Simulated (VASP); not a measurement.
# Sc in VASP: further runs

Sc is run at these levels: LDA, BLYP, PBE exchange alone; tasks: single point.

All numbers are computed with VASP 6.6.1; they aren't measurements. Logs are shortened: lines on timing, memory, paths and dates and some standing lists are left out, and cuts for length are marked.

## 1. The cell of the first run

The typed cell holds 1 atom: a = 3.214 Å, b = 3.222 Å, c = 3.138 Å, α = 60.68°, β = 60.20°, γ = 59.75°.

## 2. Single point, LDA

File INCAR:

```
SYSTEM = Sc
PREC = Accurate
ENCUT = 520
EDIFF = 1E-6
ISMEAR = -1
SIGMA = 0.05
LREAL = .False.
LASPH = .True.
NELM = 80
ALGO = Fast
ISIF = 2
LWAVE = .False.
LCHARG = .False.
GGA = CA
NBANDS = 12
```

File KPOINTS:

```
Automatic mesh
0
Gamma
  16 16 17
  0 0 0
```

File POSCAR:

```
Sc
1.0
   -0.0116770000      2.2503010000      2.2952860000
    2.2484430000     -0.0235140000      2.3071230000
    2.2121240000      2.2258190000      0.0128050000
Sc
1
Direct
   -0.0081780000      0.0007790000     -0.0045000000
```

Potentials or basis: VASP PAW LDA potentials, release 64 (Sc_sv).

Run with:

```sh
$ cat potpaw_LDA.64/Sc_sv/POTCAR > POTCAR
$ mpirun -np 1 vasp_std > vasp.out
```

OUTCAR:

```text
SYSTEM = Sc
   PREC = Accurate
   ENCUT = 520
   EDIFF = 1E-6
   ISMEAR = -1
   LREAL = .False.
   LASPH = .True.
   NELM = 80
   ISIF = 2
   GGA = CA

 ion  position               nearest neighbor table
   1  0.992  0.001  0.995-

  Warning from LATTYP: Got some problem with cell dimensions!
  Tried to take original basis but could not verify dimensions!
  LATTYP: Found a triclinic cell.
 ALAT       =     3.2143939965
 B/A-ratio  =     0.9762775378
 C/A-ratio  =     0.9973925613
 COS(alpha) =     0.0060912292
 COS(beta)  =     0.4964384032
 COS(gamma) =     0.4968983174

  Lattice vectors:

 A1 = (  -0.0116770000,   2.2503010000,   2.2952860000)
 A2 = (   2.2121240000,   2.2258190000,   0.0128050000)
 A3 = (  -2.2601200000,   2.2738150000,  -0.0118370000)

Analysis of symmetry for initial positions (statically):
=====================================================================
 Subroutine PRICEL returns:
 Original cell was already a primitive cell.

 Routine SETGRP: Setting up the symmetry group for a
 triclinic supercell.

 Subroutine GETGRP returns: Found  2 space group operations
 (whereof  1 operations were pure point group operations)
 out of a pool of  2 trial point group operations.

The static configuration has the point symmetry C_1 .
 The point group associated with its full space group is S_2 .

Analysis of symmetry for dynamics (positions and initial velocities):
=====================================================================
 Subroutine PRICEL returns:
 Original cell was already a primitive cell.

 Routine SETGRP: Setting up the symmetry group for a
 triclinic supercell.

 Subroutine GETGRP returns: Found  2 space group operations
 (whereof  1 operations were pure point group operations)
 out of a pool of  2 trial point group operations.

The dynamic configuration has the point symmetry C_1 .
 The point group associated with its full space group is S_2 .

 Subroutine INISYM returns: Found  2 space group operations
 (whereof  1 operations are pure point group operations),
 and found     1 'primitive' translations

----------------------------------------------------------------------------------------

                                     Primitive cell

  volume of cell :      23.0864

  direct lattice vectors                    reciprocal lattice vectors
[... 77 lines left out ...]
   ISTART =      0    job   : 0-new  1-cont  2-samecut
   ICHARG =      2    charge: 1-file 2-atom 10-const
   ISPIN  =      1    spin polarized calculation?
   LNONCOLLINEAR =      F non collinear calculations
   LSORBIT =      F    spin-orbit coupling
   LASPH  =      T    aspherical Exc in radial PAW
   ENCUT  =  520.0 eV  38.22 Ry    6.18 a.u.   5.98  5.99  5.83*2*pi/ulx,y,z
   NELM   =     80;   NELMIN=  2; NELMDL= -5     # of ELM steps
   EDIFF  = 0.1E-05   stopping-criterion for ELM
   LREAL  =      F    real-space projection
[... 7 lines left out ...]
   TEBEG  =    0.0;   TEEND  =   0.0 temperature during run
   PSTRESS=    0.0 pullay stress
   NELECT =      11.0000    total number of electrons
   NUPDOWN=      -1.0000    fix difference up-down
   EMIN   =  10.00;   EMAX   =-10.00  energy-range for DOS
   EFERMI =   0.00;   METHOD = LEGACY
   ISMEAR =    -1;   SIGMA  =   0.05  broadening in eV -4-tet -1-fermi 0-gaus
   EFERMI_NEDOS =   21; number of points for ismear=-14 and -15
   IALGO  =     68    algorithm
   IMIX   =      4    mixing-type and parameters
     AMIX     =   0.40;   BMIX     =  1.00
     AMIX_MAG =   1.60;   BMIX_MAG =  1.00
  volume/ion in A,a.u.               =      23.09       155.79
  Fermi-wavevector in a.u.,A,eV,Ry     =   1.278657  2.416311 22.245021  1.634963
  Thomas-Fermi vector in A             =   2.411187
   LORBIT       =      0    0 simple, 1 ext, 2 COOP (PROOUT), +10 PAW based schemes
   GGA     = CA    functional components
   LHFCALC =     F    Hartree Fock is set to
   AEXX    =    0.0000 exact exchange contribution
   IVDW    =     0    specifies the selected vdW correction
   LEPSILON=     F    determine dielectric tensor
   LRPA    =     F    only Hartree local field effects (RPA)
 non-spin polarized calculation
 RMM-DIIS sequential band-by-band and
  energy-cutoff  :      520.00
  volume of cell :       23.09
 maximum number of plane-waves:       634
   NGX = 11   NGY = 11   NGZ = 11

 number of electron      11.0000000 magnetization

 Free energy of the ion-electron system (eV)
  ---------------------------------------------------
  ext. energy  EPLUGINS =         0.00000000
  ---------------------------------------------------
  free energy    TOTEN  =        -6.68586010 eV

  energy without entropy =       -6.67145793  energy(sigma->0) =       -6.67865901

 E-fermi :   3.9144     XC(G=0): -10.4115

 val. band max:        3.9132397288   @ k =  -0.3125   0.0000   0.2941
 cond. band min:       3.9145339030   @ k =   0.0625   0.2500   0.4118
 fundamental gap:      0.0012941742
 Fermi energy:         3.9144145200

 k-point     1 :       0.0000    0.0000    0.0000
  band No.  band energies     occupation
      1     -44.7486      2.00000
      2     -23.4629      2.00000
      3     -23.4559      2.00000
      4     -23.4464      2.00000
      5      -1.3435      2.00000
      6       5.3971      0.00000
      7       5.4893      0.00000
      8       5.6893      0.00000
      9       6.9252      0.00000
     10       7.1212      0.00000
     11      16.8740      0.00000
     12      20.1724      0.00000
[... 331 lines left out ...]
 k-point    24 :      -0.1250    0.0625   -0.0000
  band No.  band energies     occupation
      1     -44.7305      2.00000
      2     -23.5691      2.00000
      3     -23.4865      2.00000
      4     -23.4554      2.00000
      5      -0.6979      2.00000
      6       5.0488      0.00000
      7       5.5540      0.00000
      8       5.9096      0.00000
      9       6.8482      0.00000
     10       7.0167      0.00000
     11      17.0440      0.00000
     12      17.6632      0.00000

 [... further k-points ...]
[... 5 lines left out ...]
  --------------------------------------------------------------------------------------
  -------------------------------------------------------------------------------------
  Total       -0.1895736     -0.2154315     -0.3131105      0.1153626     -0.0031109     -0.0559592
  in kB      -13.1562828    -14.9508044    -21.7296606      8.0060886     -0.2158956     -3.8835280
  external PRESSURE =     -16.6122493 kB  Pullay stress =       0.0000000 kB

 VOLUME and BASIS-vectors are now :
 -----------------------------------------------------------------------------
  energy-cutoff  :      520.00
  volume of cell :       23.09
      direct lattice vectors                 reciprocal lattice vectors
    -0.011677000  2.250301000  2.295286000    -0.222449151  0.219820392  0.219031709
     2.248443000 -0.023514000  2.307123000     0.220046726 -0.219939766  0.216748659
     2.212124000  2.225819000  0.012805000     0.227220509  0.224711124 -0.219151083

 POSITION                                       TOTAL-FORCE (eV/Angst)
 -----------------------------------------------------------------------------------
      2.19234      4.44768      2.29106        -0.000000     -0.000000      0.000000
 -----------------------------------------------------------------------------------
    total drift:                                0.000002      0.000000      0.000002

  FREE ENERGIE OF THE ION-ELECTRON SYSTEM (eV)
  ---------------------------------------------------
  free  energy   TOTEN  =        -6.6858600981 eV

  energy  without entropy=       -6.6714579297  energy(sigma->0) =       -6.67865901
```

OSZICAR:

```text
N       E                     dE             d eps       ncg     rms          rms(c)
DAV:   1     0.734389841614E+02    0.73439E+02   -0.50717E+03 52564   0.924E+02
DAV:   2    -0.578912841898E+01   -0.79228E+02   -0.77534E+02 52460   0.291E+02
DAV:   3    -0.731929716771E+01   -0.15302E+01   -0.14956E+01 73916   0.551E+01
DAV:   4    -0.733983702208E+01   -0.20540E-01   -0.20522E-01 70620   0.464E+00
DAV:   5    -0.734004403549E+01   -0.20701E-03   -0.20701E-03 69072   0.380E-01    0.566E+00
RMM:   6    -0.674681161888E+01    0.59323E+00   -0.59222E-01 57646   0.107E+01    0.169E+00
RMM:   7    -0.669263425556E+01    0.54177E-01   -0.62657E-01 73878   0.627E+00    0.617E-01
RMM:   8    -0.668620383863E+01    0.64304E-02   -0.25051E-02 60297   0.280E+00    0.344E-01
RMM:   9    -0.668600723551E+01    0.19660E-03   -0.10511E-02 79375   0.713E-01    0.619E-02
RMM:  10    -0.668586271440E+01    0.14452E-03   -0.62943E-04 76826   0.285E-01    0.262E-02
RMM:  11    -0.668585914187E+01    0.35725E-05   -0.94397E-05 75208   0.103E-01    0.434E-03
RMM:  12    -0.668586009809E+01   -0.95622E-06   -0.91550E-06 60995   0.412E-02
   1 F= -.66858601E+01 E0= -.66786590E+01  d E =-.144022E-01
```

stdout:

```text
POSCAR found type information on POSCAR Sc
 POSCAR found :  1 types and       1 ions
 scaLAPACK will be used
 LDA part: xc-table for (Slater(with rela. corr.)+CA(PZ))
 , standard interpolation
 POSCAR, INCAR and KPOINTS ok, starting setup
 FFT: planning ... GRIDC
 FFT: planning ... GRID_SOFT
 FFT: planning ... GRID
 WAVECAR not read
 entering main loop
```

Run time: 2.4 min. Hardware: 1 thread of Intel Xeon 6975P-C (Granite Rapids), shared host; peak memory 0.62 GiB.

What came out:

| Quantity | Value |
| --- | --- |
| Free energy | -6.6859 eV |
| Pressure | -1.7 GPa |
| Band gap on the k mesh | zero (an odd number of electrons rules out a gap without spin polarisation) |

Levels at points of the mesh, in eV from the Fermi level:
| k point | band 2 | band 3 | band 4 | band 5 | band 6 | band 7 | band 8 | band 9 | band 10 | band 11 |
| --- | --- | --- | --- | --- | --- | --- | --- | --- | --- | --- |
| (0.00, 0.00, 0.00) | -27.38 | -27.37 | -27.36 | -5.26 | 1.48 | 1.57 | 1.77 | 3.01 | 3.21 | 12.96 |
| (0.50, 0.00, 0.00) | -27.88 | -27.44 | -27.42 | -1.87 | 0.42 | 1.31 | 1.69 | 4.07 | 4.12 | 7.25 |
| (0.00, 0.50, 0.00) | -27.87 | -27.44 | -27.42 | -1.89 | 0.35 | 1.35 | 1.68 | 4.07 | 4.09 | 7.17 |
| (0.50, 0.50, 0.00) | -27.84 | -27.55 | -27.52 | -1.69 | -0.73 | 2.00 | 4.10 | 4.34 | 4.38 | 8.98 |

## 3. Single point, BLYP

This run uses another cell than the first one, of 18.47 Å³/atom.

File INCAR:

```
SYSTEM = Sc
  PREC = Accurate
  ENCUT = 520
  EDIFF = 1E-6
  ISMEAR = -4
  SIGMA = 0.05
  LREAL = .FALSE.
  LASPH = .TRUE.
  NELM = 80
  ALGO = Normal
  ISIF = 2
  LWAVE = .FALSE.
  LCHARG = .FALSE.
  GGA = B5
  ALDAX = 1.0
  AGGAX = 1.0
  AGGAC = 1.0
  ALDAC = 0.0
  NBANDS = 12
```

File KPOINTS:

```
Automatic mesh
0
G
  10 10 10
  0 0 0
```

File POSCAR:

```
Sc
1.0
    0.0000000000      2.0979981528      2.0979981528
    2.0979981528      0.0000000000      2.0979981528
    2.0979981528      2.0979981528      0.0000000000
Sc
1
Direct
    0.0000000000      0.0000000000      0.0000000000
```

Potentials or basis: VASP PAW PBE potentials, release 64 (Sc_sv).

Run with:

```sh
$ cat potpaw_PBE.64/Sc_sv/POTCAR > POTCAR
$ mpirun -np 1 vasp_std > vasp.out
```

It took 8.3 s on 1 thread of Intel Xeon 6975P-C (Granite Rapids), shared host; peak memory 0.13 GiB.

It converged, with:

- Free energy: -4.8638 eV
- Pressure: 24.8 GPa
- Band gap on the k mesh: zero (an odd number of electrons rules out a gap without spin polarisation)

Levels at points of the mesh, in eV from the Fermi level:
```tsv
k point	band 2	band 3	band 4	band 5	band 6	band 7	band 8	band 9
(0.00, 0.00, 0.00)	-26.89	-26.89	-26.89	-5.39	1.87	1.87	1.87	3.83
(0.50, 0.00, 0.00)	-27.90	-27.02	-27.02	-2.05	1.28	1.69	1.69	5.12
(0.50, 0.50, 0.00)	-27.82	-27.24	-27.24	-2.19	-1.16	3.52	5.12	5.46
```

Caveat: the cell stands under pressure; the PAW data sets were made with another functional, which shifts forces and pressure a little; tetrahedron occupations give inexact forces and stress in metals.

## 4. Single point, PBE exchange alone

File INCAR:

```
SYSTEM = Sc
  AGGAC = 0.0
  ALDAC = 0.0
  ALGO = Fast
  EDIFF = 1E-6
  ENCUT = 520
  GGA = PE
  ISIF = 2
  ISMEAR = 0
  LASPH = .TRUE.
  LCHARG = .FALSE.
  LREAL = .FALSE.
  LWAVE = .FALSE.
  NBANDS = 12
  NELM = 60
  PREC = Accurate
  SIGMA = 0.01
```

File KPOINTS:

```
k-points
0
G
  10 10 10
  0 0 0
```

File POSCAR:

```
Sc
1.0
    0.0000000000      2.2600000000      2.2600000000
    2.2600000000      0.0000000000      2.2600000000
    2.2600000000      2.2600000000      0.0000000000
Sc
1
Direct
    0.0000000000      0.0000000000      0.0000000000
```

Potentials or basis: VASP PAW PBE potentials, release 64 (Sc_sv).

Run with:

```sh
$ cat potpaw_PBE.64/Sc_sv/POTCAR > POTCAR
$ mpirun -np 1 vasp_std > vasp.out
```

OUTCAR:

```text
SYSTEM = Sc
   EDIFF = 1E-6
   ENCUT = 520
   GGA = PE
   ISIF = 2
   ISMEAR = 0
   LASPH = .TRUE.
   LREAL = .FALSE.
   NELM = 60
   PREC = Accurate

 ion  position               nearest neighbor table
   1  0.000  0.000  0.000-

  LATTYP: Found a face centered cubic cell.
 ALAT       =     4.5200000000

  Lattice vectors:

 A1 = (   0.0000000000,   2.2600000000,   2.2600000000)
 A2 = (   2.2600000000,   0.0000000000,   2.2600000000)
 A3 = (   2.2600000000,   2.2600000000,   0.0000000000)
[... 530 lines left out ...]
      3     -22.1356      2.00000
      4     -22.1198      2.00000
      5       3.6487      2.00000
      6       5.3283      2.00000
      7       6.8941      0.00000
      8       8.7871      0.00000
      9       9.3674      0.00000
     10       9.6608      0.00000
     11      15.9902      0.00000
     12      17.2567      0.00000

 [... further k-points ...]
[... 5 lines left out ...]
  --------------------------------------------------------------------------------------
  -------------------------------------------------------------------------------------
  Total        1.6233352      1.6233352      1.6233352      0.0000000     -0.0000000      0.0000000
  in kB      112.6583716    112.6583716    112.6583716      0.0000000     -0.0000000      0.0000000
  external PRESSURE =     112.6583716 kB  Pullay stress =       0.0000000 kB

 VOLUME and BASIS-vectors are now :
 -----------------------------------------------------------------------------
  energy-cutoff  :      520.00
  volume of cell :       23.09
      direct lattice vectors                 reciprocal lattice vectors
     0.000000000  2.260000000  2.260000000    -0.221238938  0.221238938  0.221238938
     2.260000000  0.000000000  2.260000000     0.221238938 -0.221238938  0.221238938
     2.260000000  2.260000000  0.000000000     0.221238938  0.221238938 -0.221238938

 POSITION                                       TOTAL-FORCE (eV/Angst)
 -----------------------------------------------------------------------------------
      0.00000      0.00000      0.00000         0.000000     -0.000000     -0.000000
 -----------------------------------------------------------------------------------
    total drift:                                0.000000      0.000000      0.000000

  FREE ENERGIE OF THE ION-ELECTRON SYSTEM (eV)
  ---------------------------------------------------
  free  energy   TOTEN  =        -4.5896549967 eV

  energy  without entropy=       -4.5894997296  energy(sigma->0) =       -4.58957736
```

OSZICAR:

```text
N       E                     dE             d eps       ncg     rms          rms(c)
DAV:   1     0.732052907442E+02    0.73205E+02   -0.51315E+03  1128   0.919E+02
DAV:   2    -0.376455147052E+01   -0.76970E+02   -0.75364E+02  1128   0.280E+02
DAV:   3    -0.516125137142E+01   -0.13967E+01   -0.13664E+01  1544   0.508E+01
DAV:   4    -0.518041450208E+01   -0.19163E-01   -0.19157E-01  1344   0.455E+00
DAV:   5    -0.518064254153E+01   -0.22804E-03   -0.22804E-03  1536   0.484E-01    0.585E+00
RMM:   6    -0.463580467581E+01    0.54484E+00   -0.60314E-01  1173   0.103E+01    0.174E+00
RMM:   7    -0.459223346697E+01    0.43571E-01   -0.55731E-01  1455   0.649E+00    0.667E-01
RMM:   8    -0.458946948456E+01    0.27640E-02   -0.30639E-02  1244   0.269E+00    0.423E-01
RMM:   9    -0.458935164904E+01    0.11784E-03   -0.12695E-02  1459   0.102E+00    0.596E-02
RMM:  10    -0.458954221878E+01   -0.19057E-03   -0.27698E-03  1585   0.600E-01    0.565E-02
RMM:  11    -0.458964290938E+01   -0.10069E-03   -0.99099E-04  1566   0.225E-01    0.546E-02
RMM:  12    -0.458965193743E+01   -0.90280E-05   -0.78990E-05  1335   0.130E-01    0.140E-02
RMM:  13    -0.458965654857E+01   -0.46111E-05   -0.23325E-05  1263   0.460E-02    0.142E-02
RMM:  14    -0.458965508356E+01    0.14650E-05   -0.39300E-06  1171   0.319E-02    0.457E-03
RMM:  15    -0.458965499670E+01    0.86851E-07   -0.16518E-06   951   0.159E-02
   1 F= -.45896550E+01 E0= -.45895774E+01  d E =-.155267E-03
```

Run time: 7.2 s. Hardware: 1 thread of Intel Xeon 6975P-C (Granite Rapids), shared host; peak memory 0.13 GiB.

Results:

```
Free energy            : -4.5897 eV
Pressure               : 11.3 GPa
Band gap on the k mesh : zero (an odd number of electrons rules out a gap without spin polarisation)
```

Levels at points of the mesh, in eV from the Fermi level:
```csv
k point,band 3,band 4,band 5,band 6,band 7,band 8
"(0.00, 0.00, 0.00)",-27.60,-27.60,-5.24,1.65,1.65,1.65
"(0.50, 0.00, 0.00)",-27.66,-27.66,-1.81,0.45,1.53,1.53
"(0.50, 0.50, 0.00)",-27.77,-27.77,-1.65,-0.73,2.26,4.10
```

Caveat: the cell stands under pressure.

## 5. Overview

```tsv
level	potentials or basis	cell	k mesh	smearing	gap on the mesh (eV)	pressure (GPa)
LDA	VASP PAW LDA potentials, release 64 (Sc_sv)	a = 3.214, b = 3.222, c = 3.138 Å, angles 60.7, 60.2, 59.8°, 1 atom	16 × 16 × 17	fermi-dirac 0.05 eV	none	-1.7
BLYP	VASP PAW PBE potentials, release 64 (Sc_sv)	a = 2.967 Å, angles 60.0°, 1 atom	10 × 10 × 10	tetrahedron	none	24.8
PBE exchange alone	VASP PAW PBE potentials, release 64 (Sc_sv)	a = 3.196 Å, angles 60.0°, 1 atom	10 × 10 × 10	gaussian 0.01 eV	none	11.3
```

Alike in all rows: task single point; no spin polarisation; cutoff (eV) 520.

Caveats: the cell stands under pressure (at least some runs); the PAW data sets were made with another functional, which shifts forces and pressure a little (at least some runs); tetrahedron occupations give inexact forces and stress in metals (at least some runs).

Absolute energies hang on the potentials; compare differences alone.

The gap in the log of VASP goes by the Fermi energy; the results here count the filled bands.